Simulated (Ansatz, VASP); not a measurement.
**Two plane-wave programs on GaSb**

```
Ga Sb
1.0
     0.00000    3.09624    3.09624
     3.09624    0.00000    3.09624
     3.09624    3.09624    0.00000
Ga Sb
1 1
Direct
  0.00000 0.00000 0.00000
  0.25000 0.25000 0.25000
```

Alike in both runs: task single point; functional r2SCAN; k mesh 6 × 6 × 6; occupations fermi-dirac, width 0.02 eV; no spin polarisation.

|  | VASP | Ansatz |
| --- | --- | --- |
| version | VASP 6.6.1 | Ansatz 0.2.0 |
| potentials or method | VASP PAW PBE potentials, release 64 (Ga_d, Sb_d_GW) | plane waves, PAW |
| plane-wave cutoff (eV) | 550 | 500 |
| valence electrons in the cell | 28 | 28 |

|  | VASP | Ansatz | Ansatz less VASP |
| --- | --- | --- | --- |
| pressure (GPa) | -1.5 | -1.5 | 0.00 |

VASP's potentials were made for PBE, not for r2SCAN.

Neither program's run includes spin-orbit coupling.
